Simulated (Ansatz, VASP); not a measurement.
# Ge in VASP and in Ansatz

```
CELL_PARAMETERS angstrom
0.00000 2.82891 2.82891
2.82891 0.00000 2.82891
2.82891 2.82891 0.00000
ATOMIC_POSITIONS crystal
Ge 0.75000 0.75000 0.75000
Ge 0.50000 0.50000 0.50000
```

Alike in both runs: task relaxation of cell and atoms; functional SVWN5; k mesh 8 × 8 × 8; occupations fermi-dirac, width 0.05 eV; no spin polarisation.

```csv
,VASP,Ansatz
version,VASP 6.6.1,Ansatz 0.2.0
potentials or method,"VASP PAW PBE potentials, release 64 (Ge_d)",Ansatz PAW
plane-wave cutoff (eV),600,420
valence electrons in the cell,28,28
```

|  | VASP | Ansatz | Ansatz less VASP |
| --- | --- | --- | --- |
| relaxed volume (Å³/atom) | 22.19 | 22.19 | 0.000 |
| relaxed cell length with the largest relative difference (Å) | 3.974 | 3.974 | 0.0000 |

VASP's potentials were made for PBE, not for SVWN5.

Noted on Ansatz's run: the plane-wave basis is chosen anew once the cell has moved, so the energies of steps on either side of that aren't comparable.
